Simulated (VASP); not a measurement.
# NaI in VASP: further runs

The runs below take NaI through single point, relaxation of cell and atoms, with r2SCAN+rVV10, PBE, PBE+D3(BJ).

Program: VASP 6.6.1. These are calculated values, not measurements. Logs are shortened: lines on timing, memory, paths and dates and some standing lists are left out, and cuts for length are marked.

## Step 1: The cell of the first run

The typed cell holds 2 atoms: a = 4.521 Å, b = 4.521 Å, c = 4.521 Å, α = 60.01°, β = 60.01°, γ = 60.01°.

## Step 2: Single point, r2SCAN+rVV10

Contents of POSCAR:

```
NaI
1.0
   -0.0003208279      3.1968369274      3.1968369274
    3.1968369274     -0.0003208279      3.1968369274
    3.1968369274      3.1968369274     -0.0003208279
Na I
1 1
Direct
    0.0000000000      0.0000000000      0.0000000000
    0.5000000000      0.5000000000      0.5000000000
```

Contents of INCAR.step1:

```
PREC = Accurate
ENCUT = 520
ISMEAR = 0
SIGMA = 0.01
LREAL = F
LASPH = T
NELM = 60
ISYM = 0
NBANDS = 14
GGA = PE
ALGO = Normal
EDIFF = 1E-4
LWAVE = T
LCHARG = F
```

Contents of INCAR.step2:

```
PREC = Accurate
ENCUT = 520
EDIFF = 1E-6
ISMEAR = 0
SIGMA = 0.01
LREAL = F
LASPH = T
NELM = 60
ALGO = Normal
ISIF = 2
LWAVE = F
LCHARG = F
METAGGA = R2SCAN
LMIXTAU = T
LUSE_VDW = T
IVDW_NL = 2
BPARAM = 11.95
CPARAM = 0.0093
ISYM = 0
NBANDS = 14
ISTART = 1
```

Contents of KPOINTS:

```
Automatic mesh
0
Gamma
  6 6 6
  0.5 0.5 0.5
```

Potentials or basis: VASP PAW PBE potentials, release 64 (Na_pv, I).

Started as:

```bash
> cat potpaw_PBE.64/Na_pv/POTCAR potpaw_PBE.64/I/POTCAR > POTCAR
> cp INCAR.step1 INCAR
> mpirun -np 1 vasp_std > vasp.out
> cp INCAR.step2 INCAR
> mpirun -np 1 vasp_std > vasp.out
```

OUTCAR:

```text
PREC = Accurate
   ENCUT = 520
   EDIFF = 1E-6
   ISMEAR = 0
   LREAL = F
   LASPH = T
   NELM = 60
   ISIF = 2
   METAGGA = R2SCAN
   IVDW_NL = 2
   BPARAM = 11.95
   ISYM = 0
   ISTART = 1

 ion  position               nearest neighbor table
   1  0.000  0.000  0.000-
   2  0.500  0.500  0.500-

IMPORTANT INFORMATION: All symmetrisations will be switched off!
NOSYMM: (Re-)initialisation of all symmetry stuff for point group C_1.

----------------------------------------------------------------------------------------

                                     Primitive cell

  volume of cell :      65.3517

  direct lattice vectors                    reciprocal lattice vectors
    -0.000320828  3.196836927  3.196836927    -0.156381057  0.156396753  0.156396753
     3.196836927 -0.000320828  3.196836927     0.156396753 -0.156381057  0.156396753
     3.196836927  3.196836927 -0.000320828     0.156396753  0.156396753 -0.156381057

  length of vectors
     4.521010151  4.521010151  4.521010151     0.270878060  0.270878060  0.270878060

  position of ions in fractional coordinates (direct lattice)
     0.000000000  0.000000000  0.000000000
     0.500000000  0.500000000  0.500000000

  ion indices of the primitive-cell ions
   primitive index   ion index
                 1           1
                 2           2

----------------------------------------------------------------------------------------

 KPOINTS: Automatic mesh

Automatic generation of k-mesh.
 Grid dimensions read from file:
 generate k-points for:    6    6    6

 Generating k-lattice:

  Cartesian coordinates                     Fractional coordinates (reciprocal lattice)
    -0.026063510  0.026066125  0.026066125     0.166666667  0.000000000  0.000000000
     0.026066125 -0.026063510  0.026066125     0.000000000  0.166666667  0.000000000
     0.026066125  0.026066125 -0.026063510     0.000000000  0.000000000  0.166666667

  Length of vectors
     0.045146343  0.045146343  0.045146343

  Shift w.r.t. Gamma in fractional coordinates (k-lattice)
     0.500000000  0.500000000  0.500000000

 Subroutine IBZKPT returns following result:
 ===========================================

 Found    108 irreducible k-points:

 Following reciprocal coordinates:
            Coordinates               Weight
  0.083333  0.083333  0.083333      2.000000
  0.250000  0.083333  0.083333      2.000000
  0.083333  0.250000  0.083333      2.000000
  0.083333  0.083333  0.250000      2.000000
[... 44 lines left out ...]
   NFREE  =      0    steps in history (QN), initial steepest desc. (CG)
   ISIF   =      2    stress and relaxation
   ISYM   =      0    0-nonsym 1-usesym 2-fastsym
   POTIM  = 0.5000    time-step for ionic-motion
   TEBEG  =    0.0;   TEEND  =   0.0 temperature during run
   PSTRESS=    0.0 pullay stress
   NELECT =      14.0000    total number of electrons
   NUPDOWN=      -1.0000    fix difference up-down
   EMIN   =  10.00;   EMAX   =-10.00  energy-range for DOS
   EFERMI =   0.00;   METHOD = LEGACY
   ISMEAR =     0;   SIGMA  =   0.01  broadening in eV -4-tet -1-fermi 0-gaus
   EFERMI_NEDOS =   21; number of points for ismear=-14 and -15
   IALGO  =     38    algorithm
   IMIX   =      4    mixing-type and parameters
     AMIX     =   0.40;   BMIX     =  1.00
     AMIX_MAG =   1.60;   BMIX_MAG =  1.00
  volume/ion in A,a.u.               =      32.68       220.51
  Fermi-wavevector in a.u.,A,eV,Ry     =   0.979562  1.851104 13.055356  0.959542
  Thomas-Fermi vector in A             =   2.110425
   LORBIT       =      0    0 simple, 1 ext, 2 COOP (PROOUT), +10 PAW based schemes
   METAGGA = R2SCAN    functional components
   LHFCALC =     F    Hartree Fock is set to
   AEXX    =    0.0000 exact exchange contribution
   IVDW_NL    =     2    kernel type
   BPARAM     =11.9500
   IVDW    =     0    specifies the selected vdW correction
   LEPSILON=     F    determine dielectric tensor
   LRPA    =     F    only Hartree local field effects (RPA)
 non-spin polarized calculation
 Gauss-broadening in eV      SIGMA  =   0.01
  energy-cutoff  :      520.00
  volume of cell :       65.35
 maximum number of plane-waves:      1789
 NGX is ok and might be reduce to    36
   NGX = 17   NGY = 17   NGZ = 17

 number of electron      14.0000000 magnetization

 Free energy of the ion-electron system (eV)
  ---------------------------------------------------
  ext. energy  EPLUGINS =         0.00000000
  ---------------------------------------------------
  free energy    TOTEN  =       -30.58229447 eV

  energy without entropy =      -30.58229447  energy(sigma->0) =      -30.58229447

 E-fermi :   0.8214     XC(G=0):  -8.2855

 val. band max:        0.7123023017   @ k =   0.0833   0.0833   0.0833
 cond. band min:       5.4717997375   @ k =   0.0833   0.0833   0.0833
 fundamental gap:      4.7594974358
 Fermi energy:         0.8213991010

 k-point     1 :       0.0833    0.0833    0.0833
  band No.  band energies     occupation
      1     -22.4295      2.00000
      2     -22.4288      2.00000
      3     -22.4288      2.00000
      4     -10.6932      2.00000
      5       0.5071      2.00000
      6       0.7123      2.00000
      7       0.7123      2.00000
      8       5.4718      0.00000
      9       8.9536      0.00000
     10       9.2470      0.00000
     11       9.2470      0.00000
     12      10.8741      0.00000
     13      10.8741      0.00000
     14      12.2174      0.00000
[... 377 lines left out ...]
      1     -22.4328      2.00000
      2     -22.4304      2.00000
      3     -22.4295      2.00000
      4     -10.3899      2.00000
      5      -0.9774      2.00000
      6       0.0071      2.00000
      7       0.2736      2.00000
      8       7.1810      0.00000
      9       7.8830      0.00000
     10       8.5864      0.00000
     11      10.2841      0.00000
     12      11.3676      0.00000
     13      13.2626      0.00000
     14      14.1964      0.00000

 [... further k-points ...]
[... 5 lines left out ...]
  --------------------------------------------------------------------------------------
  -------------------------------------------------------------------------------------
  Total       -0.0103114     -0.0103114     -0.0103114      0.0014231      0.0014231      0.0014231
  in kB       -0.2527969     -0.2527975     -0.2527976      0.0348892      0.0348901      0.0348881
  external PRESSURE =      -0.2527973 kB  Pullay stress =       0.0000000 kB

 VOLUME and BASIS-vectors are now :
 -----------------------------------------------------------------------------
  energy-cutoff  :      520.00
  volume of cell :       65.35
      direct lattice vectors                 reciprocal lattice vectors
    -0.000320828  3.196836927  3.196836927    -0.156381057  0.156396753  0.156396753
     3.196836927 -0.000320828  3.196836927     0.156396753 -0.156381057  0.156396753
     3.196836927  3.196836927 -0.000320828     0.156396753  0.156396753 -0.156381057

 POSITION                                       TOTAL-FORCE (eV/Angst)
 -----------------------------------------------------------------------------------
      0.00000      0.00000      0.00000         0.000000      0.000000     -0.000000
      3.19668      3.19668      3.19668        -0.000000     -0.000000      0.000000
 -----------------------------------------------------------------------------------
    total drift:                               -0.000000     -0.000000      0.000000

  FREE ENERGIE OF THE ION-ELECTRON SYSTEM (eV)
  ---------------------------------------------------
  free  energy   TOTEN  =       -30.5822944658 eV

  energy  without entropy=      -30.5822944658  energy(sigma->0) =      -30.58229447
```

OUTCAR.step1:

```text
PREC = Accurate
   ENCUT = 520
   ISMEAR = 0
   LREAL = F
   LASPH = T
[... 592 lines left out ...]
 -----------------------------------------------------------------------------------
      0.00000      0.00000      0.00000         0.000003      0.000005      0.000000
      3.19668      3.19668      3.19668        -0.000003     -0.000005     -0.000000
 -----------------------------------------------------------------------------------
    total drift:                                0.000008      0.000002      0.000010

  FREE ENERGIE OF THE ION-ELECTRON SYSTEM (eV)
  ---------------------------------------------------
  free  energy   TOTEN  =        -5.3732969617 eV

  energy  without entropy=       -5.3732969617  energy(sigma->0) =       -5.37329696
```

Wall time 2.9 min (1 thread of Intel Xeon 6975P-C (Granite Rapids), shared host); peak memory 0.45 GiB.

Results:

```yaml
Free_energy: -30.5823 eV
Pressure: 0.0 GPa
Band_gap_on_the_k_mesh: 4.76 eV
```

Caveat: the PAW data sets were made with another functional, which shifts forces and pressure a little; spin-orbit coupling is left out, which moves the levels of the heavy elements; a shifted mesh leaves out Γ, where band edges can lie. A k mesh can miss the band edges.

## Step 3: Relaxation of cell and atoms, PBE

This run uses another cell than the first one, of 33.90 Å³/atom.

Contents of INCAR:

```
SYSTEM = NaI
PREC = Accurate ; ENCUT = 600
EDIFF = 1E-6 ; ISMEAR = 0
SIGMA = 0.01 ; LREAL = .FALSE.
LASPH = .TRUE. ; NELM = 60
ALGO = Normal ; ISIF = 3
LWAVE = .FALSE. ; LCHARG = .FALSE.
GGA = PE ; IBRION = 2
NSW = 100 ; EDIFFG = -0.01
ISYM = 0
```

KPOINTS is that of step 2.

Contents of POSCAR:

```
NaI
1.0
    0.0000000000      3.2364000000      3.2364000000
    3.2364000000      0.0000000000      3.2364000000
    3.2364000000      3.2364000000      0.0000000000
Na I
1 1
Direct
    0.0000000000      0.0000000000      0.0000000000
    0.5000000000      0.5000000000      0.5000000000
```

Potentials or basis: VASP PAW PBE potentials, release 64 (Na_pv, I).

Started as:

```bash
> cat potpaw_PBE.64/Na_pv/POTCAR potpaw_PBE.64/I/POTCAR > POTCAR
> mpirun -np 1 vasp_std > vasp.out
```

Wall time 6.3 min (1 thread of Intel Xeon 6975P-C (Granite Rapids), shared host); peak memory 0.57 GiB.

Results (log left out):

```yaml
Free_energy: -5.3875 eV
Relaxed_volume: 34.78 Å³/atom
Relaxed_cell: a = 4.616 Å, b = 4.616 Å, c = 4.616 Å, α = 60.00°, β = 60.00°, γ = 60.00°
Space_group_after_relaxing_to_0.1_Å: Fm-3m (No. 225)
Energy_gained_by_relaxing: 1.2 meV/atom
Ionic_steps: 3
Pressure_after_relaxing: 0.0 GPa
Band_gap_on_the_k_mesh: 3.84 eV
```

Step by step:
```
step  energy change (eV)  largest force (eV/Å)  pressure (GPa)  volume (Å³)
   1              0.0000                0.0000            0.44        67.80
   2             -0.0018                0.0000            0.21        68.72
   3             -0.0024                0.0000            0.02        69.57
```

Final structure:
```cif
data_structure
_symmetry_space_group_name_H-M 'P 1'
_symmetry_Int_Tables_number 1
_cell_length_a 4.6165
_cell_length_b 4.6165
_cell_length_c 4.6165
_cell_angle_alpha 60.000
_cell_angle_beta 60.000
_cell_angle_gamma 60.000
_cell_volume 69.57
loop_
_atom_site_label
_atom_site_type_symbol
_atom_site_fract_x
_atom_site_fract_y
_atom_site_fract_z
_atom_site_occupancy
Na1 Na 0.00000 0.00000 0.00000 1
I1 I 0.50000 0.50000 0.50000 1
```

Levels at points of the mesh, in eV from the valence-band top:
| k point | band 3 | band 4 | band 5 | band 6 | band 7 | band 8 | band 9 | band 10 | band 11 |
| --- | --- | --- | --- | --- | --- | --- | --- | --- | --- |
| (0.08, 0.08, 0.08) | -22.45 | -10.92 | -0.20 | 0.00 | 0.00 | 3.84 | 7.74 | 8.02 | 8.02 |

Caveat: spin-orbit coupling is left out, which moves the levels of the heavy elements; a shifted mesh leaves out Γ, where band edges can lie. Zero-point motion and thermal expansion aren't in these numbers.

## Step 4: Relaxation of cell and atoms, PBE+D3(BJ)

This run uses another cell than the first one, of 33.90 Å³/atom.

Contents of INCAR:

```
SYSTEM = NaI
PREC = Accurate
ENCUT = 600
EDIFF = 1E-6
ISMEAR = 0
SIGMA = 0.01
LREAL = .False.
LASPH = .True.
NELM = 60
ALGO = Normal
ISIF = 3
LWAVE = .False.
LCHARG = .False.
GGA = PE
IVDW = 12
IBRION = 2
NSW = 100
EDIFFG = -0.01
ISYM = 0
```

KPOINTS is that of step 3.

POSCAR is that of step 3.

Potentials or basis: VASP PAW PBE potentials, release 64 (Na_pv, I).

Started as:

```bash
> cat potpaw_PBE.64/Na_pv/POTCAR potpaw_PBE.64/I/POTCAR > POTCAR
> mpirun -np 1 vasp_std > vasp.out
```

OUTCAR:

```text
SYSTEM = NaI
   PREC = Accurate
   ENCUT = 600
   EDIFF = 1E-6
   ISMEAR = 0
   LREAL = .False.
   LASPH = .True.
   NELM = 60
   ISIF = 3
   GGA = PE
   IVDW = 12
   IBRION = 2
   NSW = 100
   EDIFFG = -0.01
   ISYM = 0
 IVDW          = 12

 ion  position               nearest neighbor table
   1  0.000  0.000  0.000-
   2  0.500  0.500  0.500-

IMPORTANT INFORMATION: All symmetrisations will be switched off!
NOSYMM: (Re-)initialisation of all symmetry stuff for point group C_1.

----------------------------------------------------------------------------------------

                                     Primitive cell

  volume of cell :      67.7980

  direct lattice vectors                    reciprocal lattice vectors
     0.000000000  3.236400000  3.236400000    -0.154492646  0.154492646  0.154492646
     3.236400000  0.000000000  3.236400000     0.154492646 -0.154492646  0.154492646
     3.236400000  3.236400000  0.000000000     0.154492646  0.154492646 -0.154492646

  length of vectors
     4.576960773  4.576960773  4.576960773     0.267589113  0.267589113  0.267589113

  position of ions in fractional coordinates (direct lattice)
     0.000000000  0.000000000  0.000000000
     0.500000000  0.500000000  0.500000000

  ion indices of the primitive-cell ions
   primitive index   ion index
[... 117 lines left out ...]

 Free energy of the ion-electron system (eV)
  ---------------------------------------------------
  ext. energy  EPLUGINS =         0.00000000
  ---------------------------------------------------
  free energy    TOTEN  =        -5.38510512 eV

  energy without entropy =       -5.38510512  energy(sigma->0) =       -5.38510512

------------------------ aborting loop because EDIFF is reached ----------------------------------------

 Edisp (eV)   -0.50534

 E8    (eV) :    -0.2339
[... 111 lines left out ...]
--------------------------------------- Ionic step        4  -------------------------------------------

 number of electron      14.0000005 magnetization

 Free energy of the ion-electron system (eV)
  ---------------------------------------------------
  ext. energy  EPLUGINS =         0.00000000
  ---------------------------------------------------
  free energy    TOTEN  =        -5.36697417 eV

  energy without entropy =       -5.36697417  energy(sigma->0) =       -5.36697417

 E-fermi :   1.1902     XC(G=0):  -7.9062

 val. band max:        1.1403511715   @ k =   0.0833   0.0833   0.0833
 cond. band min:       5.2105630613   @ k =   0.0000   0.0833   0.0000
 fundamental gap:      4.0702118898
 Fermi energy:         1.1901675102

 k-point     1 :       0.0833    0.0833    0.0833
  band No.  band energies     occupation
      1     -21.2245      2.00000
      2     -21.2241      2.00000
      3     -21.2241      2.00000
      4      -9.9658      2.00000
      5       0.9193      2.00000
      6       1.1404      2.00000
      7       1.1404      2.00000
      8       5.2106      0.00000
      9       8.8850      0.00000
     10       9.1745      0.00000
     11       9.1745      0.00000
[... 309 lines left out ...]
 k-point    24 :       0.3333    0.0000   -0.0833
  band No.  band energies     occupation
      1     -21.2296      2.00000
      2     -21.2248      2.00000
      3     -21.2243      2.00000
      4      -9.6829      2.00000
      5      -0.8493      2.00000
      6       0.7238      2.00000
      7       0.9171      2.00000
      8       6.5381      0.00000
      9       8.5992      0.00000
     10       8.8854      0.00000
     11       9.4751      0.00000

 [... further k-points ...]

------------------------ aborting loop because EDIFF is reached ----------------------------------------

 Edisp (eV)   -0.53337

 E8    (eV) :    -0.2471
[... 25 lines left out ...]
  FREE ENERGIE OF THE ION-ELECTRON SYSTEM (eV)
  ---------------------------------------------------
  free  energy   TOTEN  =        -5.9003425595 eV

  energy  without entropy=       -5.9003425595  energy(sigma->0) =       -5.90034256

 reached required accuracy - stopping structural energy minimisation
```

OSZICAR:

```text
N       E                     dE             d eps       ncg     rms          rms(c)
DAV:   1     0.815101430721E+02    0.81510E+02   -0.72721E+03  9512   0.127E+03
DAV:   2     0.147351015317E+01   -0.80037E+02   -0.75361E+02 10138   0.244E+02
DAV:   3    -0.524855234337E+01   -0.67221E+01   -0.66604E+01 11614   0.717E+01
DAV:   4    -0.544696639750E+01   -0.19841E+00   -0.19826E+00 11169   0.128E+01
[... 32 lines left out ...]
DAV:   4    -0.536699437202E+01    0.87045E-05   -0.26609E-05 10080   0.588E-02    0.660E-02
DAV:   5    -0.536697408334E+01    0.20289E-04   -0.31965E-06 10341   0.233E-02    0.103E-02
DAV:   6    -0.536697153769E+01    0.25456E-05   -0.54177E-06 10227   0.317E-02    0.211E-02
DAV:   7    -0.536697326573E+01   -0.17280E-05   -0.19284E-07  4752   0.460E-03    0.130E-02
DAV:   8    -0.536697416657E+01   -0.90084E-06   -0.14376E-07  4752   0.320E-03
   4 F= -.59003426E+01 E0= -.59003426E+01  d E =-.989546E-02
```

Run time: 7 min. Hardware: 1 thread of Intel Xeon 6975P-C (Granite Rapids), shared host; peak memory 0.58 GiB.

What came out:

- Free energy: -5.9003 eV
- Relaxed volume: 32.26 Å³/atom
- Relaxed cell: a = 4.502 Å, b = 4.502 Å, c = 4.502 Å, α = 60.00°, β = 60.00°, γ = 60.00°
- Space group after relaxing (to 0.1 Å): Fm-3m (No. 225)
- Energy gained by relaxing: 4.9 meV/atom
- Ionic steps: 4
- Pressure after relaxing: 0.0 GPa
- Band gap on the k mesh: 4.07 eV
- Dispersion energy per atom: -0.267 eV

Step by step:
| step | energy change (eV) | largest force (eV/Å) | pressure (GPa) | volume (Å³) |
| --- | --- | --- | --- | --- |
| 1 | 0.0000 | 0.0000 | -0.86 | 67.80 |
| 2 | -0.0074 | 0.0000 | -0.43 | 66.02 |
| 3 | -0.0096 | 0.0000 | -0.12 | 64.94 |
| 4 | -0.0099 | 0.0000 | -0.05 | 64.52 |

Final structure:
```yaml
crystal:
  lattice:
    - [0.00000, 3.18330, 3.18330]
    - [3.18330, 0.00000, 3.18330]
    - [3.18330, 3.18330, 0.00000]
  atoms:
    - { symbol: Na, position: [0.00000, 0.00000, 0.00000] }
    - { symbol: I, position: [0.50000, 0.50000, 0.50000] }
```

Caveat: spin-orbit coupling is left out, which moves the levels of the heavy elements; a shifted mesh leaves out Γ, where band edges can lie.

## Step 5: The runs side by side

| task | level | cell | cutoff (eV) | gap on the mesh (eV) | pressure (GPa) | relaxed volume (Å³/atom) |
| --- | --- | --- | --- | --- | --- | --- |
| single point | r2SCAN+rVV10 | a = 4.521 Å, angles 60.0°, 2 atoms | 520 | 4.76 | 0.0 | - |
| relaxation of cell and atoms | PBE | relaxed from a = 4.577 Å, angles 60.0°, 2 atoms | 600 | 3.84 | 0.0 | 34.78 |
| relaxation of cell and atoms | PBE+D3(BJ) | relaxed from a = 4.577 Å, angles 60.0°, 2 atoms | 600 | 4.07 | 0.0 | 32.26 |

Alike in all rows: potentials or basis VASP PAW PBE potentials, release 64 (Na_pv, I); no spin polarisation; k mesh 6 × 6 × 6, shifted; smearing gaussian 0.01 eV.

Caveats: spin-orbit coupling is left out, which moves the levels of the heavy elements; a shifted mesh leaves out Γ, where band edges can lie; the PAW data sets were made with another functional, which shifts forces and pressure a little (at least some runs).

Total energies depend on the potentials used, so only differences within one code and one set of settings carry meaning.
